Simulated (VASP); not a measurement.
Write the native input for VASP 6.6.1 that does the following.

```yaml
Task: single point
Functional: LDA
Potentials_or_basis: VASP PAW LDA potentials, release 64 (Zr_sv)
Cutoff: 520 eV
k_mesh: 12 × 12 × 8
Occupations: gaussian, width 0.1 eV
Spin: no spin polarisation
Dipole_correction: no
Further_INCAR_settings: ALGO = Fast; EDIFF = 1e-06; NBANDS = 32
```

The structure of Zr lies in POSCAR:

```
Zr
1.0
    4.9841398919      0.0000000000      0.0000000000
   -2.4920699460      4.3163917624      0.0000000000
    0.0000000000      0.0000000000      5.3875366687
Zr
4
Direct
    0.3333333333      0.6666666667      0.0000288808
    0.6666666667      0.3333333333      0.5000288808
    0.3333333333      0.6666666667      0.4999711192
    0.6666666667      0.3333333333      0.9999711192
```

This isn't the form of Zr at room conditions, which is hcp.

These files were run (other wordings do the same):

INCAR

```
SYSTEM = Zr
PREC = Accurate
ENCUT = 520
EDIFF = 1E-6
ISMEAR = 0
SIGMA = 0.1
LREAL = .FALSE.
LASPH = .TRUE.
NELM = 60
ALGO = Fast
ISIF = 2
LWAVE = .FALSE.
LCHARG = .FALSE.
GGA = CA
NBANDS = 32
```

KPOINTS

```
Automatic mesh
0
G
  12 12 8
  0 0 0
```

Potentials or basis: VASP PAW LDA potentials, release 64 (Zr_sv).

Command:

```console
$ cat potpaw_LDA.64/Zr_sv/POTCAR > POTCAR
$ mpirun -np 1 vasp_std > vasp.out
```

Results of the run:

```json
{"Pressure": "0.0 GPa", "Largest force": "0.003 eV/Å", "Band gap on the k mesh": "zero (bands 24 and 25 overlap by 0.83 eV)"}
```

Run time: 14 min on 1 thread of Intel Xeon 8259CL (shared host), peak memory 0.38 GiB.
